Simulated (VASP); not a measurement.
# Na2Nb2O (P4/mmm) in VASP: single point with PBE

Aim: the single point of Na2Nb2O with PBE.

All numbers are computed with VASP 6.6.1; they aren't measurements. Logs are shortened: lines on timing, memory, paths and dates and some standing lists are left out, and cuts for length are marked.

### Step 1. The cell of the first run

Symmetry: P4/mmm, No. 123, tetragonal system. The conventional cell has a = 3.007 Å, b = 3.007 Å, c = 10.617 Å, α = 90.00°, β = 90.00°, γ = 90.00°. Na (site symmetry 4/mmm) has 4 O at 2.13 Å within 2.8 Å. Within 4.0 Å of Na (site symmetry 4/mmm) lie 4 Na at 3.01 Å and 2 Nb at 3.26 Å. Nb (site symmetry 4mm) has 1 O at 2.05 Å within 2.7 Å. Within 2.7 Å of O (site symmetry 4/mmm) lie 2 Nb at 2.05 Å and 4 Na at 2.13 Å.

The cell was built from a structure type or drawn by symmetry, and may not be a known phase.

### Step 2. Single point, PBE

The input, INCAR:

```
SYSTEM = Na2Nb2O
PREC = Accurate ; ENCUT = 970
EDIFF = 1E-6 ; ISMEAR = 0
SIGMA = 0.1 ; LREAL = .False.
LASPH = .True. ; NELM = 120
ALGO = Normal ; ISIF = 2
LWAVE = .False. ; LCHARG = .False.
GGA = PE ; NBANDS = 33
GGA_COMPAT = .False.
```

The input, KPOINTS:

```
Automatic mesh
0
Gamma
  6 6 2
  0 0 0
```

The input, POSCAR:

```
Na2Nb2O
1.0
    3.0074696170      0.0000000000      0.0000000000
    0.0000000000      3.0074696170      0.0000000000
    0.0000000000      0.0000000000     10.6165875497
Na Nb O
2 2 1
Direct
    0.0000000000      0.0000000000      0.0000000000
    0.5000000000      0.5000000000      0.5000000000
    0.5000000000      0.5000000000      0.8069805073
    0.5000000000      0.5000000000      0.1930194927
    0.5000000000      0.5000000000      0.0000000000
```

Potentials or basis: VASP PAW PBE potentials, release 64 (Na_sv, Nb_sv, O).

On the command line:

```console
> cat potpaw_PBE.64/Na_sv/POTCAR potpaw_PBE.64/Nb_sv/POTCAR potpaw_PBE.64/O/POTCAR > POTCAR
> mpirun -np 1 vasp_std > vasp.out
```

OUTCAR:

```text
SYSTEM = Na2Nb2O
   PREC = Accurate
   ENCUT = 970
   EDIFF = 1E-6
   ISMEAR = 0
   LREAL = .False.
   LASPH = .True.
   NELM = 120
   ISIF = 2
   GGA = PE

 ion  position               nearest neighbor table
   1  0.000  0.000  0.000-
   2  0.500  0.500  0.500-
   3  0.500  0.500  0.807-   5 2.05
   4  0.500  0.500  0.193-   5 2.05
   5  0.500  0.500  0.000-   3 2.05   4 2.05

  LATTYP: Found a simple tetragonal cell.
 ALAT       =     3.0074696170
 C/A-ratio  =     3.5300730853

  Lattice vectors:

 A1 = (   3.0074696170,   0.0000000000,   0.0000000000)
 A2 = (   0.0000000000,   3.0074696170,   0.0000000000)
 A3 = (   0.0000000000,   0.0000000000,  10.6165875497)

Analysis of symmetry for initial positions (statically):
=====================================================================
 Subroutine PRICEL returns:
 Original cell was already a primitive cell.

 Routine SETGRP: Setting up the symmetry group for a
 simple tetragonal supercell.

 Subroutine GETGRP returns: Found 16 space group operations
 (whereof 16 operations were pure point group operations)
 out of a pool of 16 trial point group operations.

The static configuration has the point symmetry D_4h.

Analysis of symmetry for dynamics (positions and initial velocities):
=====================================================================
 Subroutine PRICEL returns:
 Original cell was already a primitive cell.

 Routine SETGRP: Setting up the symmetry group for a
 simple tetragonal supercell.

 Subroutine GETGRP returns: Found 16 space group operations
 (whereof 16 operations were pure point group operations)
 out of a pool of 16 trial point group operations.

The dynamic configuration has the point symmetry D_4h.

 Subroutine INISYM returns: Found 16 space group operations
 (whereof 16 operations are pure point group operations),
 and found     1 'primitive' translations

----------------------------------------------------------------------------------------

                                     Primitive cell

  volume of cell :      96.0257

  direct lattice vectors                    reciprocal lattice vectors
     3.007469617  0.000000000  0.000000000     0.332505437  0.000000000  0.000000000
     0.000000000  3.007469617  0.000000000     0.000000000  0.332505437  0.000000000
     0.000000000  0.000000000 10.616587550     0.000000000  0.000000000  0.094192225

  length of vectors
     3.007469617  3.007469617 10.616587550     0.332505437  0.332505437  0.094192225

  position of ions in fractional coordinates (direct lattice)
     0.000000000  0.000000000  0.000000000
     0.500000000  0.500000000  0.500000000
     0.500000000  0.500000000  0.806980507
     0.500000000  0.500000000  0.193019493
     0.500000000  0.500000000  0.000000000

  ion indices of the primitive-cell ions
   primitive index   ion index
                 1           1
                 2           2
                 3           3
                 4           4
                 5           5

----------------------------------------------------------------------------------------

 KPOINTS: Automatic mesh

Automatic generation of k-mesh.
 Grid dimensions read from file:
 generate k-points for:    6    6    2

 Generating k-lattice:

  Cartesian coordinates                     Fractional coordinates (reciprocal lattice)
     0.055417573  0.000000000  0.000000000     0.166666667  0.000000000  0.000000000
     0.000000000  0.055417573  0.000000000     0.000000000  0.166666667  0.000000000
     0.000000000  0.000000000  0.047096112     0.000000000  0.000000000  0.500000000

  Length of vectors
     0.055417573  0.055417573  0.047096112

  Shift w.r.t. Gamma in fractional coordinates (k-lattice)
     0.000000000  0.000000000  0.000000000

 Subroutine IBZKPT returns following result:
 ===========================================

 Found     20 irreducible k-points:

 Following reciprocal coordinates:
            Coordinates               Weight
  0.000000  0.000000  0.000000      1.000000
  0.166667  0.000000  0.000000      4.000000
  0.333333  0.000000  0.000000      4.000000
  0.500000  0.000000  0.000000      2.000000
  0.166667  0.166667  0.000000      4.000000
  0.333333  0.166667  0.000000      8.000000
[... 12 lines left out ...]
  0.500000  0.333333  0.500000      4.000000
  0.500000  0.500000  0.500000      1.000000
   k-points           NKPTS =     20   k-points in BZ     NKDIM =     20   number of bands    NBANDS=     33
   number of dos      NEDOS =    301   number of ions     NIONS =      5
   total plane-waves  NPLWV = 110592
   dimension x,y,z NGX =    32 NGY =   32 NGZ =  108
   dimension x,y,z NGXF=    64 NGYF=   64 NGZF=  216
   ions per type =               2   2   1
   NGX,Y,Z   is equivalent  to a cutoff of  17.69, 17.69, 16.91 a.u.
   NGXF,Y,Z  is equivalent  to a cutoff of  35.38, 35.38, 33.82 a.u.
 SYSTEM =  Na2Nb2O
   PREC   = accura    normal or accurate (medium, high low for compatibility)
   ISTART =      0    job   : 0-new  1-cont  2-samecut
   ICHARG =      2    charge: 1-file 2-atom 10-const
   ISPIN  =      1    spin polarized calculation?
   LNONCOLLINEAR =      F non collinear calculations
   LSORBIT =      F    spin-orbit coupling
   LASPH  =      T    aspherical Exc in radial PAW
   ENCUT  =  970.0 eV  71.29 Ry    8.44 a.u.   7.64  7.64 26.96*2*pi/ulx,y,z
   NELM   =    120;   NELMIN=  2; NELMDL= -5     # of ELM steps
   EDIFF  = 0.1E-05   stopping-criterion for ELM
   LREAL  =      F    real-space projection
   EDIFFG = 0.1E-04   stopping-criterion for IOM
   NSW    =      0    number of steps for IOM
   IBRION =     -1    ionic relax: 0-MD 1-quasi-New 2-CG
   NFREE  =      0    steps in history (QN), initial steepest desc. (CG)
   ISIF   =      2    stress and relaxation
   ISYM   =      2    0-nonsym 1-usesym 2-fastsym
   POTIM  = 0.5000    time-step for ionic-motion
   TEBEG  =    0.0;   TEEND  =   0.0 temperature during run
   PSTRESS=    0.0 pullay stress
   NELECT =      50.0000    total number of electrons
   NUPDOWN=      -1.0000    fix difference up-down
   EMIN   =  10.00;   EMAX   =-10.00  energy-range for DOS
   EFERMI =   0.00;   METHOD = LEGACY
   ISMEAR =     0;   SIGMA  =   0.10  broadening in eV -4-tet -1-fermi 0-gaus
   EFERMI_NEDOS =   21; number of points for ismear=-14 and -15
   IALGO  =     38    algorithm
   IMIX   =      4    mixing-type and parameters
     AMIX     =   0.40;   BMIX     =  1.00
     AMIX_MAG =   1.60;   BMIX_MAG =  1.00
  volume/ion in A,a.u.               =      19.21       129.60
  Fermi-wavevector in a.u.,A,eV,Ry     =   1.317050  2.488864 23.600957  1.734621
  Thomas-Fermi vector in A             =   2.447119
   LORBIT       =      0    0 simple, 1 ext, 2 COOP (PROOUT), +10 PAW based schemes
   GGA     = PE    functional components
   LHFCALC =     F    Hartree Fock is set to
   AEXX    =    0.0000 exact exchange contribution
   IVDW    =     0    specifies the selected vdW correction
   LEPSILON=     F    determine dielectric tensor
   LRPA    =     F    only Hartree local field effects (RPA)
 non-spin polarized calculation
 Gauss-broadening in eV      SIGMA  =   0.10
  energy-cutoff  :      970.00
  volume of cell :       96.03
 maximum number of plane-waves:      6628
 NGX is ok and might be reduce to    32
   NGX = 15   NGY = 15   NGZ = 53

 number of electron      50.0000002 magnetization

 Free energy of the ion-electron system (eV)
  ---------------------------------------------------
  ext. energy  EPLUGINS =         0.00000000
  ---------------------------------------------------
  free energy    TOTEN  =       -27.91730904 eV

  energy without entropy =      -27.90231610  energy(sigma->0) =      -27.90981257

 E-fermi :   5.4397     XC(G=0):  -9.7412

 val. band max:        5.4037965389   @ k =   0.5000   0.1667   0.0000
 cond. band min:       5.4767851269   @ k =   0.5000   0.1667   0.5000
 fundamental gap:      0.0729885880
 Fermi energy:         5.4397135943

 k-point     1 :       0.0000    0.0000    0.0000
  band No.  band energies     occupation
      1     -49.7921      2.00000
      2     -49.7905      2.00000
      3     -47.5188      2.00000
      4     -45.6593      2.00000
      5     -26.2162      2.00000
      6     -26.1367      2.00000
[... 25 lines left out ...]
     32       8.7517      0.00000
     33       8.7858      0.00000

 k-point     2 :       0.1667    0.0000    0.0000
  band No.  band energies     occupation
      1     -49.7780      2.00000
      2     -49.7765      2.00000
      3     -47.5160      2.00000
      4     -45.6555      2.00000
      5     -26.2017      2.00000
      6     -26.1203      2.00000
[... 25 lines left out ...]
     32       8.1529      0.00000
     33       8.1538      0.00000

 k-point     3 :       0.3333    0.0000    0.0000
  band No.  band energies     occupation
      1     -49.7494      2.00000
      2     -49.7482      2.00000
      3     -47.5106      2.00000
      4     -45.6480      2.00000
      5     -26.1727      2.00000
      6     -26.0873      2.00000
[... 25 lines left out ...]
     32       8.2286      0.00000
     33       8.3609      0.00000

 k-point     4 :       0.5000    0.0000    0.0000
  band No.  band energies     occupation
      1     -49.7351      2.00000
      2     -49.7339      2.00000
      3     -47.5078      2.00000
      4     -45.6443      2.00000
      5     -26.1581      2.00000
      6     -26.0706      2.00000
[... 529 lines left out ...]
     32       8.0090      0.00000
     33      10.0651      0.00000

 k-point    19 :       0.5000    0.3333    0.5000
  band No.  band energies     occupation
      1     -49.6937      2.00000
      2     -49.6927      2.00000
      3     -47.4999      2.00000
      4     -45.6335      2.00000
      5     -26.1059      2.00000
      6     -26.0260      2.00000
[... 25 lines left out ...]
     32      10.4360      0.00000
     33      10.8120      0.00000

 k-point    20 :       0.5000    0.5000    0.5000
  band No.  band energies     occupation
      1     -49.6799      2.00000
      2     -49.6788      2.00000
      3     -47.4972      2.00000
      4     -45.6300      2.00000
      5     -26.0882      2.00000
      6     -26.0111      2.00000
[... 25 lines left out ...]
     32      10.1738      0.00000
     33      10.4225      0.00000

------------------------ aborting loop because EDIFF is reached ----------------------------------------

  FORCE on cell =-STRESS in cart. coord.  units (eV):
  Direction    XX          YY          ZZ          XY          YZ          ZX
  --------------------------------------------------------------------------------------
  -------------------------------------------------------------------------------------
  Total       -0.1311807     -0.1311807     -0.1982679      0.0000000      0.0000000     -0.0000000
  in kB       -2.1887352     -2.1887352     -3.3080771      0.0000000      0.0000000     -0.0000000
  external PRESSURE =      -2.5618492 kB  Pullay stress =       0.0000000 kB

 VOLUME and BASIS-vectors are now :
 -----------------------------------------------------------------------------
  energy-cutoff  :      970.00
  volume of cell :       96.03
      direct lattice vectors                 reciprocal lattice vectors
     3.007469617  0.000000000  0.000000000     0.332505437  0.000000000  0.000000000
     0.000000000  3.007469617  0.000000000     0.000000000  0.332505437  0.000000000
     0.000000000  0.000000000 10.616587550     0.000000000  0.000000000  0.094192225

 POSITION                                       TOTAL-FORCE (eV/Angst)
 -----------------------------------------------------------------------------------
      0.00000      0.00000      0.00000         0.000000      0.000000      0.000000
      1.50373      1.50373      5.30829         0.000000      0.000000      0.000000
      1.50373      1.50373      8.56738         0.000000      0.000000      0.012917
      1.50373      1.50373      2.04921         0.000000     -0.000000     -0.012917
      1.50373      1.50373      0.00000         0.000000      0.000000      0.000000
 -----------------------------------------------------------------------------------
    total drift:                                0.000000     -0.000000      0.000000

  FREE ENERGIE OF THE ION-ELECTRON SYSTEM (eV)
  ---------------------------------------------------
  free  energy   TOTEN  =       -27.9173090436 eV

  energy  without entropy=      -27.9023160957  energy(sigma->0) =      -27.90981257
```

Run time: 85 s. Hardware: 1 thread of Intel Xeon Platinum 8488C (Sapphire Rapids), shared host; peak memory 0.4 GiB.

What came out:

| Property | Result |
| --- | --- |
| Free energy | -27.9173 eV |
| Pressure | -0.3 GPa |
| Largest force | 0.013 eV/Å |
| Band gap on the k mesh | zero (bands 25 and 26 overlap by 1.68 eV) |

Forces on the atoms (eV/Å):
```
Na   0.000  0.000  0.000
Na   0.000  0.000  0.000
Nb   0.000  0.000  0.013
Nb   0.000  0.000 -0.013
O    0.000  0.000  0.000
```
